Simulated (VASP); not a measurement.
# CdSe (F-43m) in VASP: a series of runs

The runs below take CdSe through single point, with revPBE, r2SCANh.

Everything below comes from runs of VASP 6.6.1. Logs are shortened: lines on timing, memory, paths and dates and some standing lists are left out, and cuts for length are marked.

**1. The cell of the first run**

It takes space group F-43m (No. 216, cubic). Conventional cell: a = 6.300 Å, b = 6.300 Å, c = 6.300 Å, α = 90.00°, β = 90.00°, γ = 90.00°. Cd (site symmetry -43m) has 4 Se at 2.73 Å within 3.6 Å. Within 3.6 Å of Se (site symmetry -43m) lie 4 Cd at 2.73 Å.

**2. Single point, revPBE, non-collinear spin, zero start, spin-orbit coupling (31.26 Å³/atom)**

INCAR reads:

```
  PREC = Accurate
  ENCUT = 500
  EDIFF = 1E-6
  ISMEAR = 1
  SIGMA = 0.1
  LREAL = False
  LASPH = True
  NELM = 200
  ALGO = Normal
  ISIF = 2
  LWAVE = False
  LCHARG = False
  MAGMOM = 0 0 0 0 0 0
  LORBIT = 11
  LSORBIT = True
  GGA_COMPAT = False
  LORBMOM = True
  GGA = RE
  NBANDS = 30
```

KPOINTS reads:

```
Automatic mesh
0
Gamma
  8 8 8
```

POSCAR reads:

```
CdSe
1.0
    0.0000000000      3.1500539400      3.1500539400
    3.1500539400      0.0000000000      3.1500539400
    3.1500539400      3.1500539400      0.0000000000
Cd Se
1 1
Direct
    0.0000000000      0.0000000000      0.0000000000
    0.7500000000      0.7500000000      0.7500000000
```

Potentials or basis: VASP PAW PBE potentials, release 64 (Cd, Se).

Started as:

```
cat potpaw_PBE.64/Cd/POTCAR potpaw_PBE.64/Se/POTCAR > POTCAR
mpirun -np 1 vasp_ncl > vasp.out
```

OUTCAR:

```text
PREC = Accurate
   ENCUT = 500
   EDIFF = 1E-6
   ISMEAR = 1
   LREAL = False
   LASPH = True
   NELM = 200
   ISIF = 2
   LORBIT = 11
   LSORBIT = True
   GGA = RE

 ion  position               nearest neighbor table
   1  0.000  0.000  0.000-   2 2.73   2 2.73   2 2.73   2 2.73
   2  0.750  0.750  0.750-   1 2.73   1 2.73   1 2.73   1 2.73

  LATTYP: Found a face centered cubic cell.
 ALAT       =     6.3001078800

  Lattice vectors:

 A1 = (   0.0000000000,   3.1500539400,   3.1500539400)
 A2 = (   3.1500539400,   0.0000000000,   3.1500539400)
 A3 = (   3.1500539400,   3.1500539400,   0.0000000000)

Analysis of symmetry for initial positions (statically):
=====================================================================
 Subroutine PRICEL returns:
 Original cell was already a primitive cell.

 Routine SETGRP: Setting up the symmetry group for a
 face centered cubic supercell.

 Subroutine GETGRP returns: Found 24 space group operations
 (whereof 24 operations were pure point group operations)
 out of a pool of 48 trial point group operations.

The static configuration has the point symmetry T_d .

Analysis of symmetry for dynamics (positions and initial velocities):
=====================================================================
 Subroutine PRICEL returns:
 Original cell was already a primitive cell.

 Routine SETGRP: Setting up the symmetry group for a
 face centered cubic supercell.

 Subroutine GETGRP returns: Found 24 space group operations
 (whereof 24 operations were pure point group operations)
 out of a pool of 48 trial point group operations.

The dynamic configuration has the point symmetry T_d .

Analysis of structural, dynamic, and magnetic symmetry:
=====================================================================
 Subroutine PRICEL returns:
 Original cell was already a primitive cell.

 Routine SETGRP: Setting up the symmetry group for a
 face centered cubic supercell.

 Subroutine GETGRP returns: Found 24 space group operations
 (whereof 24 operations were pure point group operations)
 out of a pool of 48 trial point group operations.

The overall configuration has the point symmetry T_d .

 Subroutine INISYM returns: Found 24 space group operations
 (whereof 24 operations are pure point group operations),
 and found     1 'primitive' translations

----------------------------------------------------------------------------------------

                                     Primitive cell

  volume of cell :      62.5150

  direct lattice vectors                    reciprocal lattice vectors
     0.000000000  3.150053940  3.150053940    -0.158727441  0.158727441  0.158727441
     3.150053940  0.000000000  3.150053940     0.158727441 -0.158727441  0.158727441
     3.150053940  3.150053940  0.000000000     0.158727441  0.158727441 -0.158727441

  length of vectors
     4.454849004  4.454849004  4.454849004     0.274923992  0.274923992  0.274923992

  position of ions in fractional coordinates (direct lattice)
     0.000000000  0.000000000  0.000000000
     0.750000000  0.750000000  0.750000000

  ion indices of the primitive-cell ions
   primitive index   ion index
                 1           1
                 2           2

----------------------------------------------------------------------------------------

 KPOINTS: Automatic mesh

Automatic generation of k-mesh.
 Grid dimensions read from file:
 generate k-points for:    8    8    8

 Generating k-lattice:

  Cartesian coordinates                     Fractional coordinates (reciprocal lattice)
    -0.019840930  0.019840930  0.019840930     0.125000000  0.000000000  0.000000000
     0.019840930 -0.019840930  0.019840930     0.000000000  0.125000000  0.000000000
     0.019840930  0.019840930 -0.019840930     0.000000000  0.000000000  0.125000000

  Length of vectors
     0.034365499  0.034365499  0.034365499

  Shift w.r.t. Gamma in fractional coordinates (k-lattice)
     0.000000000  0.000000000  0.000000000

 Subroutine IBZKPT returns following result:
 ===========================================

 Found     43 irreducible k-points:

 Following reciprocal coordinates:
            Coordinates               Weight
  0.000000  0.000000  0.000000      1.000000
  0.125000  0.000000  0.000000      4.000000
 -0.125000  0.000000  0.000000      4.000000
  0.250000  0.000000  0.000000      4.000000
[... 43 lines left out ...]
   IBRION =     -1    ionic relax: 0-MD 1-quasi-New 2-CG
   NFREE  =      0    steps in history (QN), initial steepest desc. (CG)
   ISIF   =      2    stress and relaxation
   ISYM   =      2    0-nonsym 1-usesym 2-fastsym
   POTIM  = 0.5000    time-step for ionic-motion
   TEBEG  =    0.0;   TEEND  =   0.0 temperature during run
   PSTRESS=    0.0 pullay stress
   NELECT =      18.0000    total number of electrons
   NUPDOWN=      -1.0000    fix difference up-down
   EMIN   =  10.00;   EMAX   =-10.00  energy-range for DOS
   EFERMI =   0.00;   METHOD = LEGACY
   ISMEAR =     1;   SIGMA  =   0.10  broadening in eV -4-tet -1-fermi 0-gaus
   EFERMI_NEDOS =   21; number of points for ismear=-14 and -15
   IALGO  =     38    algorithm
   IMIX   =      4    mixing-type and parameters
     AMIX     =   0.40;   BMIX     =  1.00
     AMIX_MAG =   1.60;   BMIX_MAG =  1.00
  volume/ion in A,a.u.               =      31.26       210.94
  Fermi-wavevector in a.u.,A,eV,Ry     =   1.081030  2.042850 15.900115  1.168625
  Thomas-Fermi vector in A             =   2.217036
   LORBIT       =     11    0 simple, 1 ext, 2 COOP (PROOUT), +10 PAW based schemes
   GGA     = RE    functional components
   LHFCALC =     F    Hartree Fock is set to
   AEXX    =    0.0000 exact exchange contribution
   IVDW    =     0    specifies the selected vdW correction
   LEPSILON=     F    determine dielectric tensor
   LRPA    =     F    only Hartree local field effects (RPA)
 Methfessel and Paxton  Order N= 1 SIGMA  =   0.10
  energy-cutoff  :      500.00
  volume of cell :       62.51
 maximum number of plane-waves:      3208
   NGX = 17   NGY = 17   NGZ = 17

 number of electron      18.0000000 magnetization       0.0000000      0.0000000      0.0000000

 number of electron      17.9999990 magnetization      -0.0000000     -0.0000000     -0.0000000

 number of electron      17.9999990 magnetization      -0.0000000      0.0000000      0.0000000

 number of electron      17.9999990 magnetization      -0.0000000     -0.0000000      0.0000000

 Free energy of the ion-electron system (eV)
  ---------------------------------------------------
  ext. energy  EPLUGINS =         0.00000000
  ---------------------------------------------------
  free energy    TOTEN  =        -4.99341199 eV

  energy without entropy =       -4.99353078  energy(sigma->0) =       -4.99345159

 E-fermi :   0.4288     XC(G=0):  -8.2213

 val. band max:        0.3727745437   @ k =   0.0000   0.0000   0.0000
 cond. band min:       0.7733043276   @ k =   0.0000   0.0000   0.0000
 fundamental gap:      0.4005297839
 Fermi energy:         0.4288375242

 k-point     1 :       0.0000    0.0000    0.0000
  band No.  band energies     occupation
      1     -11.7665      1.00000
      2     -11.7665      1.00000
      3      -7.7057      1.00000
      4      -7.7057      1.00000
      5      -7.7057      1.00000
      6      -7.7057      1.00000
[... 781 lines left out ...]
     29      12.2848      0.00000
     30      12.2986      0.00000

 [... further k-points ...]

------------------------ aborting loop because EDIFF is reached ----------------------------------------

  FORCE on cell =-STRESS in cart. coord.  units (eV):
  Direction    XX          YY          ZZ          XY          YZ          ZX
  --------------------------------------------------------------------------------------
  -------------------------------------------------------------------------------------
  Total       -0.2178759     -0.2178759     -0.2178759     -0.0000000      0.0000000      0.0000000
  in kB       -5.5838770     -5.5838770     -5.5838770     -0.0000000      0.0000000      0.0000000
  external PRESSURE =      -5.5838770 kB  Pullay stress =       0.0000000 kB

 VOLUME and BASIS-vectors are now :
 -----------------------------------------------------------------------------
  energy-cutoff  :      500.00
  volume of cell :       62.51
      direct lattice vectors                 reciprocal lattice vectors
     0.000000000  3.150053940  3.150053940    -0.158727441  0.158727441  0.158727441
     3.150053940  0.000000000  3.150053940     0.158727441 -0.158727441  0.158727441
     3.150053940  3.150053940  0.000000000     0.158727441  0.158727441 -0.158727441

 POSITION                                       TOTAL-FORCE (eV/Angst)
 -----------------------------------------------------------------------------------
      0.00000      0.00000      0.00000         0.000000      0.000000      0.000000
      4.72508      4.72508      4.72508        -0.000000     -0.000000     -0.000000
 -----------------------------------------------------------------------------------
    total drift:                               -0.000000     -0.000000     -0.000000

  FREE ENERGIE OF THE ION-ELECTRON SYSTEM (eV)
  ---------------------------------------------------
  free  energy   TOTEN  =        -4.9934119936 eV

  energy  without entropy=       -4.9935307771  energy(sigma->0) =       -4.99345159

 orbital moment (x)

 # of ion     p       d       tot
 ----------------------------------------
  1        -0.000   0.000   0.000
  2        -0.000   0.000  -0.000
 ----------------------------------------
           -0.000   0.000   0.000

 orbital moment (y)

 # of ion     p       d       tot
 ----------------------------------------
  1         0.000  -0.000  -0.000
  2        -0.000  -0.000  -0.000
 ----------------------------------------
           -0.000  -0.000  -0.000

 orbital moment (z)

 # of ion     p       d       tot
 ----------------------------------------
  1         0.000   0.000   0.000
  2         0.000   0.000   0.000
 ----------------------------------------
            0.000   0.000   0.000

 Spin-Orbit-Coupling matrix elements

 Ion:    1  E_soc:     -0.0553834
 l=   1
     0.0000000    -0.0023640    -0.0023640
    -0.0023640     0.0000000    -0.0023640
    -0.0023640    -0.0023640     0.0000000
 l=   2
     0.0000000    -0.0013852     0.0000000    -0.0013852    -0.0054813
    -0.0013852     0.0000000    -0.0041110    -0.0013852    -0.0013703
     0.0000000    -0.0041110     0.0000000    -0.0041110     0.0000000
    -0.0013852    -0.0013852    -0.0041110     0.0000000    -0.0013703
    -0.0054813    -0.0013703     0.0000000    -0.0013703     0.0000000
 l=   3
     0.0000000     0.0000000     0.0000000     0.0000000     0.0000000     0.0000000     0.0000000
     0.0000000     0.0000000     0.0000000     0.0000000     0.0000000     0.0000000     0.0000000
     0.0000000     0.0000000     0.0000000     0.0000000     0.0000000     0.0000000     0.0000000
     0.0000000     0.0000000     0.0000000     0.0000000     0.0000000     0.0000000     0.0000000
     0.0000000     0.0000000     0.0000000     0.0000000     0.0000000     0.0000000     0.0000000
     0.0000000     0.0000000     0.0000000     0.0000000     0.0000000     0.0000000     0.0000000
     0.0000000     0.0000000     0.0000000     0.0000000     0.0000000     0.0000000     0.0000000

 Ion:    2  E_soc:     -0.0405846
 l=   1
     0.0000000    -0.0067585    -0.0067585
    -0.0067585     0.0000000    -0.0067585
    -0.0067585    -0.0067585     0.0000000
 l=   2
     0.0000000    -0.0000028     0.0000000    -0.0000028    -0.0000028
    -0.0000028     0.0000000    -0.0000021    -0.0000028    -0.0000007
     0.0000000    -0.0000021     0.0000000    -0.0000021     0.0000000
    -0.0000028    -0.0000028    -0.0000021     0.0000000    -0.0000007
    -0.0000028    -0.0000007     0.0000000    -0.0000007     0.0000000
 l=   3
     0.0000000     0.0000000     0.0000000     0.0000000     0.0000000     0.0000000     0.0000000
     0.0000000     0.0000000     0.0000000     0.0000000     0.0000000     0.0000000     0.0000000
     0.0000000     0.0000000     0.0000000     0.0000000     0.0000000     0.0000000     0.0000000
     0.0000000     0.0000000     0.0000000     0.0000000     0.0000000     0.0000000     0.0000000
     0.0000000     0.0000000     0.0000000     0.0000000     0.0000000     0.0000000     0.0000000
     0.0000000     0.0000000     0.0000000     0.0000000     0.0000000     0.0000000     0.0000000
     0.0000000     0.0000000     0.0000000     0.0000000     0.0000000     0.0000000     0.0000000

 total charge

# of ion       s       p       d       tot
------------------------------------------
    1        0.427   0.259   9.559  10.245
    2        1.445   2.359   0.016   3.820
--------------------------------------------------
tot          1.872   2.618   9.575  14.065

 magnetization (x)

# of ion       s       p       d       tot
------------------------------------------
    1       -0.000   0.000   0.000  -0.000
    2       -0.000   0.000   0.000   0.000
--------------------------------------------------
tot         -0.000   0.000   0.000  -0.000

 magnetization (y)

# of ion       s       p       d       tot
------------------------------------------
    1        0.000   0.000   0.000   0.000
    2        0.000   0.000   0.000   0.000
--------------------------------------------------
tot          0.000   0.000   0.000   0.000

 magnetization (z)

# of ion       s       p       d       tot
------------------------------------------
    1       -0.000   0.000  -0.000   0.000
    2       -0.000  -0.000   0.000  -0.000
--------------------------------------------------
tot         -0.000   0.000  -0.000   0.000
```

Run time: 2.2 min. Hardware: 1 thread of AMD EPYC 7R43 (Zen 3), shared host; peak memory 0.34 GiB.

What came out:

| Property | Result |
| --- | --- |
| Free energy | -4.9934 eV |
| Pressure | -0.6 GPa |
| Net moment | 0.00 μB per cell |
| Valence electrons inside the program's atomic spheres | Cd 10.24; Se 3.82 |

Moments on the atoms (μB; x, y, z):
```
Cd  0.00 0.00 0.00
Se  0.00 0.00 0.00
```

Caveat: the PAW data sets were made with another functional, which shifts forces and pressure a little.

**3. Single point, r2SCANh**

This run uses another cell than the first one, of 27.21 Å³/atom.

POSCAR reads:

```
CdSe
1.0
    0.0000000000      3.0075950161      3.0075950161
    3.0075950161      0.0000000000      3.0075950161
    3.0075950161      3.0075950161      0.0000000000
Cd Se
1 1
Direct
    0.0000000000      0.0000000000      0.0000000000
    0.2500000000      0.2500000000      0.2500000000
```

INCAR.step1 reads:

```
PREC     = Accurate       # precision mode
ENCUT    = 520            # plane-wave cutoff, eV
EDIFF    = 1E-5           # SCF threshold, eV
ISMEAR   = -1             # smearing method
SIGMA    = 0.05           # smearing width, eV
LREAL    = F              # projectors in reciprocal space
LASPH    = T              # aspherical terms in the spheres
NELM     = 100            # most SCF steps
ALGO     = Normal         # electronic algorithm
ISIF     = 2              # what is computed and relaxed
LWAVE    = T              # write WAVECAR
LCHARG   = F              # write CHGCAR
NBANDS   = 16             # bands
GGA      = PE             # functional
```

INCAR.step2 reads:

```
PREC     = Accurate       # precision mode
ENCUT    = 520            # plane-wave cutoff, eV
EDIFF    = 1E-6           # SCF threshold, eV
ISMEAR   = -1             # smearing method
SIGMA    = 0.05           # smearing width, eV
LREAL    = F              # projectors in reciprocal space
LASPH    = T              # aspherical terms in the spheres
NELM     = 100            # most SCF steps
ALGO     = Normal         # electronic algorithm
ISIF     = 2              # what is computed and relaxed
LWAVE    = F              # write WAVECAR
LCHARG   = F              # write CHGCAR
METAGGA  = R2SCAN         # meta-GGA
LHFCALC  = T              # exact exchange
AEXX     = 0.1            # exact-exchange fraction
LMIXTAU  = T            
PRECFOCK = Normal       
NBANDS   = 16             # bands
ISTART   = 1
```

KPOINTS reads:

```
Automatic mesh
0
Gamma
  4 4 4
```

Potentials or basis: VASP PAW PBE potentials, release 64 (Cd, Se).

Started as:

```
cat potpaw_PBE.64/Cd/POTCAR potpaw_PBE.64/Se/POTCAR > POTCAR
cp INCAR.step1 INCAR
mpirun -np 1 vasp_std > vasp.out
cp INCAR.step2 INCAR
mpirun -np 1 vasp_std > vasp.out
```

Wall time 7 min (1 thread of Intel Xeon Platinum 8175M at 2.50GHz (Skylake/Cascade Lake), shared host); peak memory 0.19 GiB.

It converged, with:

| Property | Result |
| --- | --- |
| Free energy | -33.6506 eV |
| Pressure | 3.6 GPa |
| Band gap on the k mesh | 1.73 eV |

Levels at points of the mesh, in eV from the valence-band top:
```tsv
k point	band 6	band 7	band 8	band 9	band 10	band 11	band 12	band 13
(0.00, 0.00, 0.00)	-8.34	0.00	0.00	0.00	1.73	7.10	7.10	7.10
(0.50, 0.00, 0.00)	-7.99	-4.78	-0.83	-0.83	3.51	7.56	7.56	8.56
(0.50, 0.50, 0.00)	-7.91	-4.38	-2.06	-2.06	3.93	4.80	10.59	11.92
```

Caveat: the k points lie up to 0.45 Å⁻¹ apart; the PAW data sets were made with another functional, which shifts forces and pressure a little.

**4. Single point, r2SCANh**

This run uses another cell than the first one, of 27.78 Å³/atom.

POSCAR reads:

```
CdSe
1.0
    0.0000000000      3.0287759606      3.0287759606
    3.0287759606      0.0000000000      3.0287759606
    3.0287759606      3.0287759606      0.0000000000
Cd Se
1 1
Direct
    0.0000000000      0.0000000000      0.0000000000
    0.2500000000      0.2500000000      0.2500000000
```

INCAR.step1 reads:

```
ALGO = Normal ; EDIFF = 1E-5
ENCUT = 520 ; GGA = PE
ISIF = 2 ; ISMEAR = -1
LASPH = True ; LREAL = False
LWAVE = True ; NBANDS = 16
NELM = 60 ; PREC = Accurate
SIGMA = 0.05
```

INCAR.step2 reads:

```
AEXX = 0.1 ; ALGO = Normal
EDIFF = 1E-7 ; ENCUT = 520
ISIF = 2 ; ISMEAR = -1
ISTART = 1 ; LASPH = True
LCHARG = True ; LELF = True
LHFCALC = True ; LMIXTAU = True
LREAL = False ; LVHAR = True
LWAVE = False ; METAGGA = R2SCAN
NBANDS = 16 ; NELM = 60
PREC = Accurate ; PRECFOCK = Normal
SIGMA = 0.05
```

KPOINTS reads:

```
k-points
0
Gamma
  4 4 4
```

Started as:

```
cat potpaw_PBE.64/Cd/POTCAR potpaw_PBE.64/Se/POTCAR > POTCAR
cp INCAR.step1 INCAR
mpirun -np 1 vasp_std > vasp.out
cp INCAR.step2 INCAR
mpirun -np 1 vasp_std > vasp.out
```

It took 7.4 min on 1 thread of Intel Xeon Platinum 8175M at 2.50GHz (Skylake/Cascade Lake), shared host; peak memory 0.19 GiB.

The run converged. Its results:

```
Free energy            : -33.6718 eV
Pressure               : 2.2 GPa
Band gap on the k mesh : 1.68 eV
```

Levels at points of the mesh, in eV from the valence-band top:
```tsv
k point	band 7	band 8	band 9	band 10	band 11	band 12
(0.00, 0.00, 0.00)	0.00	0.00	0.00	1.68	7.10	7.10
(0.50, 0.00, 0.00)	-4.64	-0.80	-0.80	3.48	7.55	7.55
(0.50, 0.50, 0.00)	-4.28	-1.99	-1.99	3.97	4.78	10.46
```

Caveat: the k points lie up to 0.45 Å⁻¹ apart; the PAW data sets were made with another functional, which shifts forces and pressure a little.

**5. Summary**

| level | spin | cell | k mesh | cutoff (eV) | smearing | grid for exact exchange (PRECFOCK) | share of exact exchange | gap on the mesh (eV) | pressure (GPa) |
| --- | --- | --- | --- | --- | --- | --- | --- | --- | --- |
| revPBE | non-collinear, zero start, SOC | a = 4.455 Å, angles 60.0°, 2 atoms | 8 × 8 × 8 | 500 | methfessel-paxton 0.1 eV | - | - | - | -0.6 |
| r2SCANh | off | a = 4.253 Å, angles 60.0°, 2 atoms | 4 × 4 × 4 | 520 | fermi-dirac 0.05 eV | Normal | 0.1 | 1.73 | 3.6 |
| r2SCANh | off | a = 4.283 Å, angles 60.0°, 2 atoms | 4 × 4 × 4 | 520 | fermi-dirac 0.05 eV | Normal | 0.1 | 1.68 | 2.2 |

Alike in all rows: task single point; potentials or basis VASP PAW PBE potentials, release 64 (Cd, Se).

Caveats: some runs use coarse meshes; the PAW data sets were made with another functional, which shifts forces and pressure a little.

Total energies depend on the potentials used, so only differences within one code and one set of settings carry meaning.
